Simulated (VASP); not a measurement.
Write the native input for VASP 6.6.1 that does the following.

| Property | Result |
| --- | --- |
| Task | single point |
| Functional | revPBE |
| Potentials or basis | VASP PAW PBE potentials, release 64 (C, N) |
| Cutoff | 520 eV |
| k mesh | 2 × 2 × 2, shifted |
| Occupations | fermi-dirac, width 0.05 eV |
| Spin | collinear spin |
| Starting moments | [0.0, 0.429, 0.0, 0.0, 0.429, 0.429, 0.0, 0.0, 0.429, 0.429, 0.0, 0.0, 0.0, 0.429, 0.429] μB |
| Dipole correction | no |
| Further INCAR settings | LREAL = Auto; ALGO = Normal; EDIFF = 1e-06; NBANDS = 48 |

The structure of C14N (a cell with a defect) lies in POSCAR:

```
C14N
1.0
    7.1076060000      0.0000000000      0.0000000000
    0.0000000000      3.5538030000      0.0000000000
    0.0000000000      0.0000000000      3.5538030000
C N
14 1
Direct
    0.9927090000      0.0056900000      0.9837810000
    0.4859580000      0.9195790000      0.0431080000
    0.1192900000      0.2454100000      0.2383310000
    0.2490360000      0.4726160000      0.0222390000
    0.7598450000      0.4465650000      0.9825930000
    0.3662340000      0.7755140000      0.2964560000
    0.9042340000      0.7501240000      0.2258190000
    0.2559320000      0.0097290000      0.5028060000
    0.7569620000      0.9595020000      0.5027640000
    0.3670210000      0.2220970000      0.7673550000
    0.8677580000      0.2175250000      0.7188000000
    0.0126460000      0.5348000000      0.5051850000
    0.1292450000      0.6915760000      0.7645310000
    0.6138400000      0.7748390000      0.7849690000
    0.4940780000      0.4742010000      0.4977380000
```

These files were run (other wordings do the same):

INCAR

```
ALGO     = Normal         # electronic algorithm
EDIFF    = 1E-6           # SCF threshold, eV
ENCUT    = 520            # plane-wave cutoff, eV
GGA      = RE             # functional
ISIF     = 2              # what is computed and relaxed
ISMEAR   = -1             # smearing method
ISPIN    = 2              # spin polarisation
LASPH    = T              # aspherical terms in the spheres
LCHARG   = F              # write CHGCAR
LORBIT   = 11             # projections on sites
LREAL    = Auto         
LWAVE    = F              # write WAVECAR
MAGMOM   = 0 0.429 0 0 0.429 0.429 0 0 0.429 0.429 0 0 0 0.429 0.429 # initial moments
NBANDS   = 48             # bands
NELM     = 150            # most SCF steps
PREC     = Accurate       # precision mode
SIGMA    = 0.05           # smearing width, eV
```

KPOINTS

```
Automatic mesh
0
Gamma
  2 2 2
  0.5 0.5 0.5
```

Potentials or basis: VASP PAW PBE potentials, release 64 (C, N).

Launch:

```console
$ cat potpaw_PBE.64/C/POTCAR potpaw_PBE.64/N/POTCAR > POTCAR
$ mpirun -np 1 vasp_std > vasp.out
```

Results of the run:

| Item | Value |
| --- | --- |
| Pressure | 23.1 GPa |
| Largest force | 9.695 eV/Å |
| Band gap on the k mesh | 0.51 eV |
| Net moment | 1.00 μB per cell |
| Site moments | C +0.02, +0.13, +0.03, +0.28, -0.00, +0.01, +0.09, +0.00, -0.02 (each value once); N +0.05 μB |
| Valence electrons inside the program's atomic spheres | C 2.64, 2.60, 2.63, 2.37, 2.71, 2.69, 2.46, 2.52, 2.65, 2.45 (each value once); N 3.67 |

Caveat: the k points lie up to 0.88 Å⁻¹ apart; the PAW data sets were made with another functional, which shifts forces and pressure a little.

Run time: 64 s on 1 thread of Intel(R) Xeon(R) Platinum 8259CL CPU @ 2.50GHz (Skylake/Cascade Lake), with other jobs on the host, peak memory 0.23 GiB.
